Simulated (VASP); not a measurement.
CaO (Lime): single point with PBE

Crystal: CaO (Lime).

```
Ca O
1.0
     0.00000    2.41457    2.41457
     2.41457    0.00000    2.41457
     2.41457    2.41457    0.00000
Ca O
1 1
Direct
  0.00000 0.00000 0.00000
  0.50000 0.50000 0.50000
```

This cell differs from its parent crystal: strain +0.7%.

```json
{
 "Program": "VASP 6.6.1",
 "Task": "single point",
 "Functional": "PBE",
 "Potentials or basis": "VASP PAW PBE potentials, release 64 (Ca_sv, O)",
 "Cutoff": "520 eV",
 "k mesh": "10 × 10 × 10",
 "Occupations": "fermi-dirac, width 0.02 eV",
 "Spin": "no spin polarisation"
}
```

The pressure is 0.7 GPa and the band gap on the k mesh is 3.64 eV, indirect (least direct gap 4.02 eV).

Levels at points of the mesh, in eV from the valence-band top:
```csv
k point,band 6,band 7,band 8,band 9,band 10,band 11
"(0.00, 0.00, 0.00)",0.00,0.00,0.00,4.60,6.19,6.19
"(0.50, 0.00, 0.00)",-2.61,-1.17,-1.17,6.98,8.28,8.28
"(0.50, 0.50, 0.00)",-1.31,-0.38,-0.38,3.64,7.94,8.81
```

Wall time 48 s on 1 thread of Intel Xeon 8259CL, on a shared host, peak memory 0.17 GiB.

Caveat: the cell differs from its parent crystal (strain +0.7%). A k mesh can miss the band edges.
